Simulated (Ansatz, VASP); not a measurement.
**One calculation of Ag, two programs**

INCAR

```
SYSTEM = Ag
PREC     = Accurate       ! precision mode
ENCUT    = 520            ! plane-wave cutoff, eV
EDIFF    = 1E-7           ! SCF threshold, eV
ISMEAR   = 0              ! smearing method
SIGMA    = 0.15           ! smearing width, eV
LREAL    = .False.        ! projectors in reciprocal space
LASPH    = .True.         ! aspherical terms in the spheres
NELM     = 100            ! most SCF steps
ALGO     = Normal         ! electronic algorithm
ISIF     = 2              ! what is computed and relaxed
LWAVE    = .False.        ! write WAVECAR
LCHARG   = .False.        ! write CHGCAR
GGA      = PS             ! functional
NBANDS   = 12             ! bands
```

KPOINTS

```
regular mesh
0
Gamma
  20 20 20
  0 0 0
```

File POSCAR:

```
Ag
1.0
   -1.5232016800      1.5232016800      1.7881063200
    1.5232016800     -1.5232016800      1.7881063200
    1.5232016800      1.5232016800     -1.7881063200
Ag
1
Direct
    0.0000000000      0.0000000000      0.0000000000
```

Input for Ansatz:

```yaml
crystal:
  lattice:
    - [-1.52320168, 1.52320168, 1.78810632]
    - [1.52320168, -1.52320168, 1.78810632]
    - [1.52320168, 1.52320168, -1.78810632]
  atoms:
    - { symbol: Ag, position: [0.0, 0.0, 0.0] }
basis:
  ecutwfc: 420
kpoints:
  mp_grid: { grid: [20, 20, 20] }
hamiltonian:
  xc: pbesol
scf:
  occupations: { method: gaussian, width: 0.15 }
output:
  forces: true
  stress: true
  eigenvalues: true
```

Change from the starting cell: strain -0.080 along x and y, +0.080 along z, atoms carried along.

Alike in both runs: task single point; functional PBEsol; k mesh 20 × 20 × 20; occupations gaussian, width 0.15 eV; no spin polarisation.

|  | VASP | Ansatz |
| --- | --- | --- |
| version | VASP 6.6.1 | Ansatz 0.2.0 |
| potentials or method | VASP PAW PBE potentials, release 64 (Ag), cutoff 520 eV | scalar-relativistic, plane waves, PAW |
| valence electrons in the cell | 11 | 19 |

|  | VASP | Ansatz | Ansatz less VASP |
| --- | --- | --- | --- |
| gap on the k mesh at the Fermi level (eV) | none | none | - |
| pressure (GPa) | 0.8 | 1.1 | +0.24 |
| traceless stress, the component that is largest in VASP (GPa) | 1.49 | 1.50 | +0.013 |

VASP's potentials were made for PBE, not for PBEsol. A gap of «none» marks a metal or a gap that the smearing closes. VASP's potentials hold 11 valence electrons a cell and Ansatz's 19, so a difference there can come from the potentials and not from the codes.
